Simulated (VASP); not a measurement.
# C (Fd-3m) in VASP: single point with PBEsol

Aim: the single point of C with PBEsol.

All numbers are computed with VASP 6.6.1; they aren't measurements. Logs are shortened: lines on timing, memory, paths and dates and some standing lists are left out, and cuts for length are marked.

### Step 1. The cell of the first run

It takes space group Fd-3m (No. 227, cubic). The conventional cell has a = 3.554 Å, b = 3.554 Å, c = 3.554 Å, α = 90.00°, β = 90.00°, γ = 90.00°. Within 2.1 Å of C (site symmetry -43m) lie 4 C at 1.54 Å.

### Step 2. Single point, PBEsol

Input file INCAR:

```
SYSTEM = C
ALGO = Normal
EDIFF = 1E-6
ENCUT = 1300
GGA = PS
GGA_COMPAT = .FALSE.
ISIF = 2
ISMEAR = -1
LASPH = .TRUE.
LCHARG = .FALSE.
LREAL = .FALSE.
LWAVE = .FALSE.
NBANDS = 11
NELM = 120
PREC = Accurate
SIGMA = 0.02
```

Input file KPOINTS:

```
k-points
0
G
  16 16 16
  0 0 0
```

Input file POSCAR:

```
C
1.0
    0.0000000000      1.7769057192      1.7769057192
    1.7769057192      0.0000000000      1.7769057192
    1.7769057192      1.7769057192      0.0000000000
C
2
Direct
   -0.1250000000     -0.1250000000     -0.1250000000
    0.1250000000      0.1250000000      0.1250000000
```

Potentials or basis: VASP PAW PBE potentials, release 64 (C_h).

Run with:

```
> cat potpaw_PBE.64/C_h/POTCAR > POTCAR
> mpirun -np 1 vasp_std > vasp.out
```

OUTCAR:

```text
SYSTEM = C
   EDIFF = 1E-6
   ENCUT = 1300
   GGA = PS
   ISIF = 2
   ISMEAR = -1
   LASPH = .TRUE.
   LREAL = .FALSE.
   NELM = 120
   PREC = Accurate

 ion  position               nearest neighbor table
   1  0.875  0.875  0.875-
   2  0.125  0.125  0.125-

  LATTYP: Found a face centered cubic cell.
 ALAT       =     3.5538114384

  Lattice vectors:

 A1 = (   0.0000000000,   1.7769057192,   1.7769057192)
 A2 = (   1.7769057192,   0.0000000000,   1.7769057192)
 A3 = (   1.7769057192,   1.7769057192,   0.0000000000)

Analysis of symmetry for initial positions (statically):
=====================================================================
 Subroutine PRICEL returns:
 Original cell was already a primitive cell.

 Routine SETGRP: Setting up the symmetry group for a
 face centered cubic supercell.

 Subroutine GETGRP returns: Found 48 space group operations
 (whereof 12 operations were pure point group operations)
 out of a pool of 48 trial point group operations.

The static configuration has the point symmetry D_3d.
 The point group associated with its full space group is O_h .

Analysis of symmetry for dynamics (positions and initial velocities):
=====================================================================
 Subroutine PRICEL returns:
 Original cell was already a primitive cell.

 Routine SETGRP: Setting up the symmetry group for a
 face centered cubic supercell.

 Subroutine GETGRP returns: Found 48 space group operations
 (whereof 12 operations were pure point group operations)
 out of a pool of 48 trial point group operations.

The dynamic configuration has the point symmetry D_3d.
 The point group associated with its full space group is O_h .

 Subroutine INISYM returns: Found 48 space group operations
 (whereof 12 operations are pure point group operations),
 and found     1 'primitive' translations

----------------------------------------------------------------------------------------

                                     Primitive cell

  volume of cell :      11.2208

  direct lattice vectors                    reciprocal lattice vectors
     0.000000000  1.776905719  1.776905719    -0.281388030  0.281388030  0.281388030
     1.776905719  0.000000000  1.776905719     0.281388030 -0.281388030  0.281388030
     1.776905719  1.776905719  0.000000000     0.281388030  0.281388030 -0.281388030

  length of vectors
     2.512924167  2.512924167  2.512924167     0.487378365  0.487378365  0.487378365

  position of ions in fractional coordinates (direct lattice)
     0.875000000  0.875000000  0.875000000
     0.125000000  0.125000000  0.125000000

  ion indices of the primitive-cell ions
   primitive index   ion index
                 1           1
                 2           2

----------------------------------------------------------------------------------------

 KPOINTS: k-points

Automatic generation of k-mesh.
 Grid dimensions read from file:
 generate k-points for:   16   16   16

 Generating k-lattice:

  Cartesian coordinates                     Fractional coordinates (reciprocal lattice)
    -0.017586752  0.017586752  0.017586752     0.062500000  0.000000000  0.000000000
     0.017586752 -0.017586752  0.017586752     0.000000000  0.062500000  0.000000000
     0.017586752  0.017586752 -0.017586752     0.000000000  0.000000000  0.062500000

  Length of vectors
     0.030461148  0.030461148  0.030461148

  Shift w.r.t. Gamma in fractional coordinates (k-lattice)
     0.000000000  0.000000000  0.000000000

 Subroutine IBZKPT returns following result:
 ===========================================

 Found    145 irreducible k-points:

 Following reciprocal coordinates:
            Coordinates               Weight
  0.000000  0.000000  0.000000      1.000000
  0.062500  0.000000  0.000000      8.000000
  0.125000  0.000000  0.000000      8.000000
  0.187500  0.000000  0.000000      8.000000
  0.250000  0.000000  0.000000      8.000000
  0.312500  0.000000  0.000000      8.000000
[... 16 lines left out ...]
 -0.125000  0.062500  0.000000     24.000000
 -0.062500  0.062500  0.000000     12.000000
 [... further k-points ...]
   k-points           NKPTS =    145   k-points in BZ     NKDIM =    145   number of bands    NBANDS=     11
   number of dos      NEDOS =    301   number of ions     NIONS =      2
   total plane-waves  NPLWV =  27000
   dimension x,y,z NGX =    30 NGY =   30 NGZ =   30
   dimension x,y,z NGXF=    60 NGYF=   60 NGZF=   60
   ions per type =               2
   NGX,Y,Z   is equivalent  to a cutoff of  19.85, 19.85, 19.85 a.u.
   NGXF,Y,Z  is equivalent  to a cutoff of  39.69, 39.69, 39.69 a.u.
 SYSTEM =  C
   PREC   = accura    normal or accurate (medium, high low for compatibility)
   ISTART =      0    job   : 0-new  1-cont  2-samecut
   ICHARG =      2    charge: 1-file 2-atom 10-const
   ISPIN  =      1    spin polarized calculation?
   LNONCOLLINEAR =      F non collinear calculations
   LSORBIT =      F    spin-orbit coupling
   LASPH  =      T    aspherical Exc in radial PAW
   ENCUT  = 1300.0 eV  95.55 Ry    9.77 a.u.   7.39  7.39  7.39*2*pi/ulx,y,z
   NELM   =    120;   NELMIN=  2; NELMDL= -5     # of ELM steps
   EDIFF  = 0.1E-05   stopping-criterion for ELM
   LREAL  =      F    real-space projection
   EDIFFG = 0.1E-04   stopping-criterion for IOM
   NSW    =      0    number of steps for IOM
   IBRION =     -1    ionic relax: 0-MD 1-quasi-New 2-CG
   NFREE  =      0    steps in history (QN), initial steepest desc. (CG)
   ISIF   =      2    stress and relaxation
   ISYM   =      2    0-nonsym 1-usesym 2-fastsym
   POTIM  = 0.5000    time-step for ionic-motion
   TEBEG  =    0.0;   TEEND  =   0.0 temperature during run
   PSTRESS=    0.0 pullay stress
   NELECT =       8.0000    total number of electrons
   NUPDOWN=      -1.0000    fix difference up-down
   EMIN   =  10.00;   EMAX   =-10.00  energy-range for DOS
   EFERMI =   0.00;   METHOD = LEGACY
   ISMEAR =    -1;   SIGMA  =   0.02  broadening in eV -4-tet -1-fermi 0-gaus
   EFERMI_NEDOS =   21; number of points for ismear=-14 and -15
   IALGO  =     38    algorithm
   IMIX   =      4    mixing-type and parameters
     AMIX     =   0.40;   BMIX     =  1.00
     AMIX_MAG =   1.60;   BMIX_MAG =  1.00
  volume/ion in A,a.u.               =       5.61        37.86
  Fermi-wavevector in a.u.,A,eV,Ry     =   1.462504  2.763732 29.101752  2.138918
  Thomas-Fermi vector in A             =   2.578710
   LORBIT       =      0    0 simple, 1 ext, 2 COOP (PROOUT), +10 PAW based schemes
   GGA     = PS    functional components
   LHFCALC =     F    Hartree Fock is set to
   AEXX    =    0.0000 exact exchange contribution
   IVDW    =     0    specifies the selected vdW correction
   LEPSILON=     F    determine dielectric tensor
   LRPA    =     F    only Hartree local field effects (RPA)
 non-spin polarized calculation
  energy-cutoff  :     1300.00
  volume of cell :       11.22
 maximum number of plane-waves:      1243
 NGX is ok and might be reduce to    30
   NGX = 15   NGY = 15   NGZ = 15

 number of electron       8.0000000 magnetization

 Free energy of the ion-electron system (eV)
  ---------------------------------------------------
  ext. energy  EPLUGINS =         0.00000000
  ---------------------------------------------------
  free energy    TOTEN  =       -19.27732245 eV

  energy without entropy =      -19.27732245  energy(sigma->0) =      -19.27732245

 E-fermi :  11.4290     XC(G=0): -13.6284

 val. band max:       11.0893902720   @ k =   0.0000   0.0000   0.0000
 cond. band min:      15.1226575631   @ k =   0.3750   0.3750   0.0000
 fundamental gap:      4.0332672911
 Fermi energy:        11.4289727938

 k-point     1 :       0.0000    0.0000    0.0000
  band No.  band energies     occupation
      1     -10.5763      2.00000
      2      11.0894      2.00000
      3      11.0894      2.00000
      4      11.0894      2.00000
      5      16.6641      0.00000
      6      16.6641      0.00000
      7      16.6641      0.00000
      8      24.7125      0.00000
      9      30.1932      0.00000
     10      37.6455      0.00000
     11      37.6455      0.00000

 k-point     2 :       0.0625    0.0000    0.0000
  band No.  band energies     occupation
      1     -10.4670      2.00000
      2      10.3451      2.00000
      3      10.8962      2.00000
      4      10.8962      2.00000
      5      16.9163      0.00000
      6      16.9163      0.00000
      7      17.1180      0.00000
      8      24.7950      0.00000
      9      30.3835      0.00000
     10      35.9763      0.00000
     11      35.9763      0.00000

 k-point     3 :       0.1250    0.0000    0.0000
  band No.  band energies     occupation
      1     -10.1398      2.00000
      2       8.6412      2.00000
      3      10.4247      2.00000
      4      10.4247      2.00000
      5      17.5369      0.00000
      6      17.5369      0.00000
      7      17.9812      0.00000
      8      25.0366      0.00000
      9      30.8573      0.00000
     10      34.4719      0.00000
     11      34.4719      0.00000

 k-point     4 :       0.1875    0.0000    0.0000
  band No.  band energies     occupation
      1      -9.5970      2.00000
      2       6.5767      2.00000
      3       9.8577      2.00000
      4       9.8577      2.00000
      5      18.2655      0.00000
      6      18.2655      0.00000
      7      18.7508      0.00000
      8      25.4088      0.00000
      9      31.3548      0.00000
     10      33.5735      0.00000
     11      33.5735      0.00000
[... 239 lines left out ...]
 k-point    22 :      -0.1875    0.0625    0.0000
  band No.  band energies     occupation
      1      -9.2727      2.00000
      2       5.8909      2.00000
      3       8.7083      2.00000
      4      10.0386      2.00000
      5      18.1239      0.00000
      6      19.0636      0.00000
      7      19.2601      0.00000
      8      25.3461      0.00000
      9      31.6134      0.00000
     10      32.1746      0.00000
     11      34.1934      0.00000

 k-point    23 :      -0.1250    0.0625    0.0000
  band No.  band energies     occupation
      1      -9.8861      2.00000
      2       7.9577      2.00000
      3       9.2781      2.00000
      4      10.5671      2.00000
      5      17.4440      0.00000
      6      18.2893      0.00000
      7      18.6255      0.00000
      8      25.0840      0.00000
      9      31.1773      0.00000
     10      32.8496      0.00000
     11      34.5287      0.00000

 k-point    24 :      -0.0625    0.0625    0.0000
  band No.  band energies     occupation
      1     -10.2851      2.00000
      2       9.6507      2.00000
      3       9.9919      2.00000
      4      10.9081      2.00000
      5      16.9598      0.00000
      6      17.4964      0.00000
      7      17.7996      0.00000
      8      24.8970      0.00000
      9      30.6749      0.00000
     10      34.1541      0.00000
     11      35.4646      0.00000

 [... further k-points ...]

------------------------ aborting loop because EDIFF is reached ----------------------------------------

  FORCE on cell =-STRESS in cart. coord.  units (eV):
  Direction    XX          YY          ZZ          XY          YZ          ZX
  --------------------------------------------------------------------------------------
  -------------------------------------------------------------------------------------
  Total        0.0089407      0.0089407      0.0089407     -0.0000000      0.0000000     -0.0000000
  in kB        1.2766135      1.2766135      1.2766135     -0.0000000      0.0000000     -0.0000000
  external PRESSURE =       1.2766135 kB  Pullay stress =       0.0000000 kB

 VOLUME and BASIS-vectors are now :
 -----------------------------------------------------------------------------
  energy-cutoff  :     1300.00
  volume of cell :       11.22
      direct lattice vectors                 reciprocal lattice vectors
     0.000000000  1.776905719  1.776905719    -0.281388030  0.281388030  0.281388030
     1.776905719  0.000000000  1.776905719     0.281388030 -0.281388030  0.281388030
     1.776905719  1.776905719  0.000000000     0.281388030  0.281388030 -0.281388030

 POSITION                                       TOTAL-FORCE (eV/Angst)
 -----------------------------------------------------------------------------------
      3.10959      3.10959      3.10959         0.000000      0.000000      0.000000
      0.44423      0.44423      0.44423        -0.000000     -0.000000     -0.000000
 -----------------------------------------------------------------------------------
    total drift:                               -0.000000      0.000000      0.000000

  FREE ENERGIE OF THE ION-ELECTRON SYSTEM (eV)
  ---------------------------------------------------
  free  energy   TOTEN  =       -19.2773224487 eV

  energy  without entropy=      -19.2773224486  energy(sigma->0) =      -19.27732245
```

It took 25 s on 1 thread of Intel Xeon 6975P-C (Granite Rapids), shared host; peak memory 0.19 GiB.

Results:

* Free energy: -19.2773 eV
* Pressure: 0.1 GPa
* Band gap on the k mesh: 4.03 eV (least direct gap 5.57 eV)

Caveat: the PAW data sets were made with another functional, which shifts forces and pressure a little. A k mesh can miss the band edges.
